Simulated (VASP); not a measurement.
# Mg (I4/mmm) in VASP: further runs

The runs below take Mg through single point, with PBE.

All numbers are computed with VASP 6.6.1; they aren't measurements. Logs are shortened: lines on timing, memory, paths and dates and some standing lists are left out, and cuts for length are marked.

## (1) The cell of the first run

It takes space group I4/mmm (No. 139, tetragonal). Conventional cell: a = 3.510 Å, b = 3.510 Å, c = 3.261 Å, α = 90.00°, β = 90.00°, γ = 90.00°. Within 3.9 Å of Mg (site symmetry 4/mmm) lie 14 Mg at 2.97 to 3.51 Å.

## (2) Single point, PBE (strained)

Input file INCAR:

```
SYSTEM = Mg
  PREC = Accurate
  ENCUT = 520
  EDIFF = 1E-7
  ISMEAR = 0
  SIGMA = 0.1
  LREAL = .FALSE.
  LASPH = .TRUE.
  NELM = 100
  ALGO = Normal
  ISIF = 2
  LWAVE = .FALSE.
  LCHARG = .FALSE.
  GGA = PE
  NBANDS = 7
```

Input file KPOINTS:

```
regular mesh
0
G
  16 16 16
  0 0 0
```

Input file POSCAR:

```
Mg
1.0
   -1.7551712784      1.7551712784      1.6306677153
    1.7551712784     -1.7551712784      1.6306677153
    1.7551712784      1.7551712784     -1.6306677153
Mg
1
Direct
    0.0000000000      0.0000000000      0.0000000000
```

Potentials or basis: VASP PAW PBE potentials, release 64 (Mg).

On the command line:

```
$ cat potpaw_PBE.64/Mg/POTCAR > POTCAR
$ mpirun -np 1 vasp_std > vasp.out
```

OUTCAR:

```text
SYSTEM = Mg
   PREC = Accurate
   ENCUT = 520
   EDIFF = 1E-7
   ISMEAR = 0
   LREAL = .FALSE.
   LASPH = .TRUE.
   NELM = 100
   ISIF = 2
   GGA = PE

 ion  position               nearest neighbor table
   1  0.000  0.000  0.000-

  LATTYP: Found a body centered tetragonal cell.
 ALAT       =     3.5103425568
 C/A-ratio  =     0.9290647217

  Lattice vectors:

 A1 = (  -1.7551712784,   1.7551712784,   1.6306677153)
 A2 = (   1.7551712784,  -1.7551712784,   1.6306677153)
 A3 = (   1.7551712784,   1.7551712784,  -1.6306677153)

Analysis of symmetry for initial positions (statically):
=====================================================================
 Subroutine PRICEL returns:
 Original cell was already a primitive cell.

 Routine SETGRP: Setting up the symmetry group for a
 body centered tetragonal supercell.

 Subroutine GETGRP returns: Found 16 space group operations
 (whereof 16 operations were pure point group operations)
 out of a pool of 16 trial point group operations.

The static configuration has the point symmetry D_4h.

Analysis of symmetry for dynamics (positions and initial velocities):
=====================================================================
 Subroutine PRICEL returns:
 Original cell was already a primitive cell.

 Routine SETGRP: Setting up the symmetry group for a
 body centered tetragonal supercell.

 Subroutine GETGRP returns: Found 16 space group operations
 (whereof 16 operations were pure point group operations)
 out of a pool of 16 trial point group operations.

The dynamic configuration has the point symmetry D_4h.

 Subroutine INISYM returns: Found 16 space group operations
 (whereof 16 operations are pure point group operations),
 and found     1 'primitive' translations

----------------------------------------------------------------------------------------

                                     Primitive cell

  volume of cell :      20.0939

  direct lattice vectors                    reciprocal lattice vectors
    -1.755171278  1.755171278  1.630667715     0.000000000  0.284872483  0.306622861
     1.755171278 -1.755171278  1.630667715     0.284872483  0.000000000  0.306622861
     1.755171278  1.755171278 -1.630667715     0.284872483  0.284872483  0.000000000

  length of vectors
     2.969903977  2.969903977  2.969903977     0.418533046  0.418533046  0.402870529

  position of ions in fractional coordinates (direct lattice)
     0.000000000  0.000000000  0.000000000

  ion indices of the primitive-cell ions
   primitive index   ion index
                 1           1

----------------------------------------------------------------------------------------

 KPOINTS: regular mesh

Automatic generation of k-mesh.
 Grid dimensions read from file:
 generate k-points for:   16   16   16

 Generating k-lattice:

  Cartesian coordinates                     Fractional coordinates (reciprocal lattice)
     0.000000000  0.017804530  0.019163929     0.062500000  0.000000000  0.000000000
     0.017804530  0.000000000  0.019163929     0.000000000  0.062500000  0.000000000
     0.017804530  0.017804530  0.000000000     0.000000000  0.000000000  0.062500000

  Length of vectors
     0.026158315  0.026158315  0.025179408

  Shift w.r.t. Gamma in fractional coordinates (k-lattice)
     0.000000000  0.000000000  0.000000000

 Subroutine IBZKPT returns following result:
 ===========================================

 Found    349 irreducible k-points:

 Following reciprocal coordinates:
            Coordinates               Weight
  0.000000  0.000000  0.000000      1.000000
  0.062500 -0.000000  0.000000      8.000000
  0.125000 -0.000000  0.000000      8.000000
  0.187500 -0.000000  0.000000      8.000000
  0.250000 -0.000000  0.000000      8.000000
  0.312500 -0.000000  0.000000      8.000000
[... 16 lines left out ...]
 -0.125000  0.062500 -0.000000     16.000000
 -0.062500  0.062500  0.000000      4.000000
 [... further k-points ...]
   k-points           NKPTS =    349   k-points in BZ     NKDIM =    349   number of bands    NBANDS=      7
   number of dos      NEDOS =    301   number of ions     NIONS =      1
   total plane-waves  NPLWV =  13824
   dimension x,y,z NGX =    24 NGY =   24 NGZ =   24
   dimension x,y,z NGXF=    48 NGYF=   48 NGZF=   48
   ions per type =               1
   NGX,Y,Z   is equivalent  to a cutoff of  13.43, 13.43, 13.43 a.u.
   NGXF,Y,Z  is equivalent  to a cutoff of  26.87, 26.87, 26.87 a.u.
 SYSTEM =  Mg
   PREC   = accura    normal or accurate (medium, high low for compatibility)
   ISTART =      0    job   : 0-new  1-cont  2-samecut
   ICHARG =      2    charge: 1-file 2-atom 10-const
   ISPIN  =      1    spin polarized calculation?
   LNONCOLLINEAR =      F non collinear calculations
   LSORBIT =      F    spin-orbit coupling
   LASPH  =      T    aspherical Exc in radial PAW
   ENCUT  =  520.0 eV  38.22 Ry    6.18 a.u.   5.52  5.52  5.52*2*pi/ulx,y,z
   NELM   =    100;   NELMIN=  2; NELMDL= -5     # of ELM steps
   EDIFF  = 0.1E-06   stopping-criterion for ELM
   LREAL  =      F    real-space projection
   EDIFFG = 0.1E-05   stopping-criterion for IOM
   NSW    =      0    number of steps for IOM
   IBRION =     -1    ionic relax: 0-MD 1-quasi-New 2-CG
   NFREE  =      0    steps in history (QN), initial steepest desc. (CG)
   ISIF   =      2    stress and relaxation
   ISYM   =      2    0-nonsym 1-usesym 2-fastsym
   POTIM  = 0.5000    time-step for ionic-motion
   TEBEG  =    0.0;   TEEND  =   0.0 temperature during run
   PSTRESS=    0.0 pullay stress
   NELECT =       2.0000    total number of electrons
   NUPDOWN=      -1.0000    fix difference up-down
   EMIN   =  10.00;   EMAX   =-10.00  energy-range for DOS
   EFERMI =   0.00;   METHOD = LEGACY
   ISMEAR =     0;   SIGMA  =   0.10  broadening in eV -4-tet -1-fermi 0-gaus
   EFERMI_NEDOS =   21; number of points for ismear=-14 and -15
   IALGO  =     38    algorithm
   IMIX   =      4    mixing-type and parameters
     AMIX     =   0.40;   BMIX     =  1.00
     AMIX_MAG =   1.60;   BMIX_MAG =  1.00
  volume/ion in A,a.u.               =      20.09       135.60
  Fermi-wavevector in a.u.,A,eV,Ry     =   0.758688  1.433713  7.831620  0.575608
  Thomas-Fermi vector in A             =   1.857315
   LORBIT       =      0    0 simple, 1 ext, 2 COOP (PROOUT), +10 PAW based schemes
   GGA     = PE    functional components
   LHFCALC =     F    Hartree Fock is set to
   AEXX    =    0.0000 exact exchange contribution
   IVDW    =     0    specifies the selected vdW correction
   LEPSILON=     F    determine dielectric tensor
   LRPA    =     F    only Hartree local field effects (RPA)
 non-spin polarized calculation
 Gauss-broadening in eV      SIGMA  =   0.10
  energy-cutoff  :      520.00
  volume of cell :       20.09
 maximum number of plane-waves:       565
 NGX is ok and might be reduce to    24
   NGX = 11   NGY = 11   NGZ = 11

 number of electron       2.0000000 magnetization

 Free energy of the ion-electron system (eV)
  ---------------------------------------------------
  ext. energy  EPLUGINS =         0.00000000
  ---------------------------------------------------
  free energy    TOTEN  =        -1.43165035 eV

  energy without entropy =       -1.43015676  energy(sigma->0) =       -1.43090356

 E-fermi :   3.4387     XC(G=0):  -8.9158

 val. band max:        3.4320636775   @ k =  -0.3750  -0.3750   0.3750
 cond. band min:       3.4561882291   @ k =  -0.4375   0.4375   0.0625
 fundamental gap:      0.0241245516
 Fermi energy:         3.4386534929

 k-point     1 :       0.0000    0.0000    0.0000
  band No.  band energies     occupation
      1      -4.1540      2.00000
      2      16.2978      0.00000
      3      17.9485      0.00000
      4      17.9485      0.00000
      5      18.6080      0.00000
      6      19.3677      0.00000
      7      19.3677      0.00000

 k-point     2 :       0.0625   -0.0000    0.0000
  band No.  band energies     occupation
      1      -4.0507      2.00000
      2      15.8716      0.00000
      3      16.7438      0.00000
      4      17.4054      0.00000
      5      17.8563      0.00000
      6      19.4600      0.00000
      7      19.9586      0.00000

 k-point     3 :       0.1250   -0.0000    0.0000
  band No.  band energies     occupation
      1      -3.7414      2.00000
      2      14.4382      0.00000
      3      15.0485      0.00000
      4      16.4317      0.00000
      5      16.9323      0.00000
      6      18.6919      0.00000
      7      20.4936      0.00000

 k-point     4 :       0.1875   -0.0000    0.0000
  band No.  band energies     occupation
      1      -3.2286      2.00000
      2      12.0757      0.00000
      3      14.2126      0.00000
      4      15.5065      0.00000
      5      16.0616      0.00000
      6      17.9905      0.00000
      7      20.9617      0.00000

 k-point     5 :       0.2500   -0.0000    0.0000
  band No.  band energies     occupation
      1      -2.5159      2.00000
      2       9.8175      0.00000
      3      13.4741      0.00000
      4      14.7371      0.00000
      5      15.3297      0.00000
      6      17.3190      0.00000
      7      21.4744      0.00000
[... 161 lines left out ...]
 k-point    22 :      -0.1875    0.0625   -0.0000
  band No.  band energies     occupation
      1      -3.4559      2.00000
      2      13.0596      0.00000
      3      13.7268      0.00000
      4      16.0430      0.00000
      5      16.7868      0.00000
      6      19.2966      0.00000
      7      20.5255      0.00000

 k-point    23 :      -0.1250    0.0625   -0.0000
  band No.  band energies     occupation
      1      -3.8595      2.00000
      2      14.2423      0.00000
      3      15.8180      0.00000
      4      16.9623      0.00000
      5      17.5235      0.00000
      6      19.4437      0.00000
      7      20.0711      0.00000

 k-point    24 :      -0.0625    0.0625    0.0000
  band No.  band energies     occupation
      1      -4.0583      2.00000
      2      15.2476      0.00000
      3      17.4978      0.00000
      4      17.6402      0.00000
      5      17.8616      0.00000
      6      19.4246      0.00000
      7      19.5639      0.00000

 [... further k-points ...]

------------------------ aborting loop because EDIFF is reached ----------------------------------------

  FORCE on cell =-STRESS in cart. coord.  units (eV):
  Direction    XX          YY          ZZ          XY          YZ          ZX
  --------------------------------------------------------------------------------------
  -------------------------------------------------------------------------------------
  Total        0.7384637      0.7384637      0.7957302      0.0000000      0.0000000      0.0000000
  in kB       58.8810122     58.8810122     63.4471244      0.0000000      0.0000000      0.0000000
  external PRESSURE =      60.4030496 kB  Pullay stress =       0.0000000 kB

 VOLUME and BASIS-vectors are now :
 -----------------------------------------------------------------------------
  energy-cutoff  :      520.00
  volume of cell :       20.09
      direct lattice vectors                 reciprocal lattice vectors
    -1.755171278  1.755171278  1.630667715     0.000000000  0.284872483  0.306622861
     1.755171278 -1.755171278  1.630667715     0.284872483  0.000000000  0.306622861
     1.755171278  1.755171278 -1.630667715     0.284872483  0.284872483  0.000000000

 POSITION                                       TOTAL-FORCE (eV/Angst)
 -----------------------------------------------------------------------------------
      0.00000      0.00000      0.00000        -0.000000      0.000000      0.000000
 -----------------------------------------------------------------------------------
    total drift:                                0.000000     -0.000000     -0.000000

  FREE ENERGIE OF THE ION-ELECTRON SYSTEM (eV)
  ---------------------------------------------------
  free  energy   TOTEN  =        -1.4316503538 eV

  energy  without entropy=       -1.4301567586  energy(sigma->0) =       -1.43090356
```

Run time: 47 s. Hardware: 1 thread of Intel Xeon 8259CL, shared host; peak memory 0.18 GiB.

What came out:

| Item | Value |
| --- | --- |
| Free energy | -1.4317 eV |
| Pressure | 6.0 GPa |
| Band gap on the k mesh | zero (bands 1 and 2 overlap by 4.90 eV) |

Levels at points of the mesh, in eV from the Fermi level:
```csv
k point,band 1,band 2,band 3,band 4,band 5,band 6
"(0.00, 0.00, 0.00)",-7.59,12.86,14.51,14.51,15.17,15.93
"(0.50, 0.00, 0.00)",-1.60,-0.74,8.63,9.96,10.59,12.45
"(0.50, 0.50, 0.00)",-1.97,-1.30,10.07,11.36,12.12,12.96
"(0.50, 0.50, 0.50)",3.60,3.61,3.61,4.23,5.55,9.17
```

Caveat: the cell differs from its parent crystal (strained); the cell stands under pressure.

(Continued in part 2 of 2.)
